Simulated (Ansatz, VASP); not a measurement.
**Two plane-wave programs on Y**

```xyz
1
Lattice="0.0000 2.4911 2.4911 2.4911 0.0000 2.4911 2.4911 2.4911 0.0000" Properties=species:S:1:pos:R:3 pbc="T T T"
Y     0.0000    0.0000    0.0000
```

Alike in both runs: task relaxation of cell and atoms; functional PBEsol; k mesh 20 × 20 × 20; occupations gaussian, width 0.1 eV; no spin polarisation.

|  | VASP | Ansatz |
| --- | --- | --- |
| version | VASP 6.6.1 | Ansatz 0.2.0 |
| potentials or method | VASP PAW PBE potentials, release 64 (Y_sv), cutoff 600 eV | scalar-relativistic, plane waves, PAW |
| valence electrons in the cell | 11 | 11 |

```csv
,VASP,Ansatz,Ansatz less VASP
"gap on the k mesh at the Fermi level, each at its own relaxed structure (eV)",none,none,-
relaxed volume (Å³/atom),30.71,30.80,+0.087
relaxed length of the cell vector where the two differ most in proportion (Å),3.515,3.518,+0.0033
```

VASP's potentials were made for PBE, not for PBEsol. A gap of «none» marks a metal or a gap that the smearing closes.
